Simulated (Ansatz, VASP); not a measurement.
## Two plane-wave programs on BaTiO3

POSCAR

```
BaTiO3
1.0
    2.8482561200      1.6444414400      2.3355603300
   -2.8482561200      1.6444414400      2.3355603300
    0.0000000000     -3.2888828800      2.3355603300
Ba Ti O
1 1 3
Direct
    0.0001460400      0.0001460400      0.0001460400
    0.5001460400      0.5001460400      0.5001460400
    0.5001460400      1.0001460400      0.5001460400
    0.5001460400      0.5001460400      1.0001460400
    1.0001460400      0.5001460400      0.5001460400
```

INCAR.step1

```
ALGO = Normal
EDIFF = 1E-5
ENCUT = 660
GGA = PE
GGA_COMPAT = F
ISMEAR = 0
LASPH = T
LCHARG = F
LREAL = F
LWAVE = T
NBANDS = 28
NELM = 120
PREC = Accurate
SIGMA = 0.1
```

File INCAR.step2:

```
ALGO = Normal
EDIFF = 1E-6
ENCUT = 660
GGA_COMPAT = F
ISIF = 2
ISMEAR = 0
ISTART = 1
LASPH = T
LCHARG = F
LMIXTAU = T
LREAL = F
LWAVE = F
METAGGA = R2SCAN
NBANDS = 28
NELM = 120
PREC = Accurate
SIGMA = 0.1
```

KPOINTS

```
k-points
0
Gamma
  6 6 6
```

Input for Ansatz:

```yaml
crystal:
  lattice:
    - [2.84825612, 1.64444144, 2.33556033]
    - [-2.84825612, 1.64444144, 2.33556033]
    - [0.0, -3.28888288, 2.33556033]
  atoms:
    - { symbol: Ba, position: [0.00014604, 0.00014604, 0.00014604] }
    - { symbol: Ti, position: [0.50014604, 0.50014604, 0.50014604] }
    - { symbol: O, position: [0.50014604, 1.00014604, 0.50014604] }
    - { symbol: O, position: [0.50014604, 0.50014604, 1.00014604] }
    - { symbol: O, position: [1.00014604, 0.50014604, 0.50014604] }
basis:
  ecutwfc: 500
kpoints:
  mp_grid: { grid: [6, 6, 6] }
hamiltonian:
  xc: r2scan
  pseudopotentials: { kind: paw, azcp: { folder: soft_1 } }
scf:
  occupations: { method: gaussian, width: 0.1 }
output:
  forces: true
  stress: true
  eigenvalues: true
```

Alike in both runs: task single point; functional r2SCAN; k mesh 6 × 6 × 6; occupations gaussian, width 0.1 eV; no spin polarisation.

|  | VASP | Ansatz |
| --- | --- | --- |
| version | VASP 6.6.1 | Ansatz 0.2.0 |
| potentials or method | VASP PAW PBE potentials, release 64 (Ba_sv, Ti_sv, O), cutoff 660 eV | scalar-relativistic, plane waves, PAW |
| valence electrons in the cell | 40 | 40 |

VASP gave:

| Quantity | Value |
| --- | --- |
| gap on the k mesh at the Fermi level (eV) | 2.07 |
| least direct gap on the mesh (eV) | 2.24 |
| pressure (GPa) | -3.4 |
| traceless stress, the component that is largest in VASP (GPa) | -0.74 |

**Question.** What did Ansatz give for the same quantities?

**Answer.** gap on the k mesh at the Fermi level (eV): 2.09; least direct gap on the mesh (eV): 2.22; pressure (GPa): -5.0; traceless stress, the component that is largest in VASP (GPa): -0.72.

VASP's potentials were made for PBE, not for r2SCAN. The functional is the same, so the differences come from potentials, cutoffs and numerics.

Spin-orbit coupling is off throughout.
